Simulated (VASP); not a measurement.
Ni, 2 atoms in the cell. Symmetry: Im-3m, No. 229, cubic system. Conventional cell: a = 2.797 Å, b = 2.797 Å, c = 2.797 Å, α = 90.00°, β = 90.00°, γ = 90.00°. Ni (site symmetry m-3m) has 14 Ni at 2.42 to 2.80 Å within 3.2 Å. 

* Program: VASP 6.6.1
* Task: relaxation of cell and atoms
* Functional: RPBE
* Potentials or basis: VASP PAW PBE potentials, release 64 (Ni)
* Cutoff: 600 eV
* k mesh: 11 × 11 × 11
* Occupations: fermi-dirac, width 0.05 eV
* Spin: collinear spin, antiferromagnetic start
* Starting moments: [0.8, -0.8] μB
* Dipole correction: no
* Further INCAR settings: ALGO = Normal; EDIFF = 1e-06; IBRION = 2; EDIFFG = -0.01; NSW = 80; ISIF = 3

Potentials or basis: VASP PAW PBE potentials, release 64 (Ni).

The run is started by

```bash
$ cat potpaw_PBE.64/Ni/POTCAR > POTCAR
$ mpirun -np 1 vasp_std > vasp.out
```

Hardware: 1 thread of Intel Xeon 6975P-C (shared host).

Question: Estimate the wall time of this run.

Answer: Run time: 45 s on 1 thread of Intel Xeon 6975P-C, on a shared host, peak memory 0.17 GiB. Counts: scf iterations 28, k points 56, ion steps 3.
